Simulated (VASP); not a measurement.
CaO:

```xyz
2
Lattice="0.0000 2.3148 2.4436 2.3148 0.0000 2.4436 2.3148 2.3148 0.0000" Properties=species:S:1:pos:R:3 pbc="T T T"
Ca    0.0000    0.0000    0.0000
O     2.3148    2.3148    2.4436
```

This cell differs from its parent crystal: epitaxial xy strain -3.5%.

Base run:

- Program: VASP 6.6.1
- Functional: r2SCAN
- Potentials or basis: VASP PAW PBE potentials, release 64 (Ca_sv, O)
- Cutoff: 520 eV
- k mesh: 10 × 10 × 10
- Occupations: gaussian, width 0.01 eV
- Spin: no spin polarisation

Its results: band gap on the k mesh 4.07 eV, indirect (least direct gap 4.44 eV); pressure 9.0 GPa.

The run is repeated on the same cell with these changes: functional from r2SCAN to PBE; occupations from gaussian, width 0.01 eV to fermi-dirac, width 0.02 eV. What comes out?

Band gap on the k mesh 3.52 eV, indirect (least direct gap 3.90 eV); pressure 10.7 GPa.

Caveats: the PAW data sets were made with another functional, which shifts forces and pressure a little (some runs).

A k mesh can miss the band edges.
